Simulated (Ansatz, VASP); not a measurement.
# Mg2Cd3O5: VASP beside Ansatz

Contents of INCAR:

```
PREC = Accurate ; ENCUT = 840
EDIFF = 1E-6 ; ISMEAR = 0
SIGMA = 0.2 ; LREAL = F
LASPH = T ; NELM = 120
ALGO = Normal ; ISIF = 2
LWAVE = F ; LCHARG = F
GGA = PE ; NBANDS = 66
GGA_COMPAT = F
```

The input KPOINTS:

```
Automatic mesh
0
Gamma
  6 6 6
```

Contents of POSCAR:

```
Mg2Cd3O5
1.0
    0.0000000000     -3.2602642000      0.0000000000
    3.2602642000      0.0000000000      0.0000000000
   -1.6301321000      1.6301321000     11.4936636000
Mg Cd O
2 3 5
Direct
    0.2044340000      0.2044340000      0.4088680000
    0.7955660000      0.7955660000      0.5911320000
    0.6064690000      0.6064690000      0.2129380000
    0.3935310000      0.3935310000      0.7870620000
    0.0000000000      0.0000000000      0.0000000000
    0.7068220000      0.7068220000      0.4136440000
    0.2931780000      0.2931780000      0.5863560000
    0.8895780000      0.8895780000      0.7791560000
    0.5000000000      0.5000000000      1.0000000000
    0.1104220000      0.1104220000      0.2208440000
```

Input for Ansatz:

```yaml
crystal:
  lattice:
    - [0.0, -3.2602642, 0.0]
    - [3.2602642, 0.0, 0.0]
    - [-1.6301321, 1.6301321, 11.4936636]
  atoms:
    - { symbol: Mg, position: [0.204434, 0.204434, 0.408868] }
    - { symbol: Mg, position: [0.795566, 0.795566, 0.591132] }
    - { symbol: Cd, position: [0.606469, 0.606469, 0.212938] }
    - { symbol: Cd, position: [0.393531, 0.393531, 0.787062] }
    - { symbol: Cd, position: [0.0, 0.0, 0.0] }
    - { symbol: O, position: [0.706822, 0.706822, 0.413644] }
    - { symbol: O, position: [0.293178, 0.293178, 0.586356] }
    - { symbol: O, position: [0.889578, 0.889578, 0.779156] }
    - { symbol: O, position: [0.5, 0.5, 1.0] }
    - { symbol: O, position: [0.110422, 0.110422, 0.220844] }
basis:
  ecutwfc: 420
kpoints:
  mp_grid: { grid: [6, 6, 6] }
hamiltonian:
  xc: pbe
scf:
  occupations: { method: gaussian, width: 0.2 }
  lower_state_search: "off"
output:
  forces: true
  stress: true
  eigenvalues: true
```

Alike in both runs: task single point; functional PBE; k mesh 6 × 6 × 6; occupations gaussian, width 0.2 eV; no spin polarisation.

|  | VASP | Ansatz |
| --- | --- | --- |
| version | VASP 6.6.1 | Ansatz 0.2.0 |
| potentials or method | VASP PAW PBE potentials, release 64 (Mg_sv, Cd_sv_GW, O), cutoff 840 eV | scalar-relativistic, plane waves, PAW |
| valence electrons in the cell | 110 | 110 |

```csv
,VASP,Ansatz,Ansatz less VASP
gap on the k mesh at the Fermi level (eV),0.26,0.26,-0.001
least direct gap on the mesh (eV),0.93,0.93,0.000
pressure (GPa),-0.2,0.0,+0.17
"traceless stress, the component that is largest in VASP (GPa)",0.09,0.03,-0.061
rms of the force components (eV/Å),0.005,0.002,-0.0037
```

Atom by atom the forces differ by 0.006 eV/Å (rms over components).
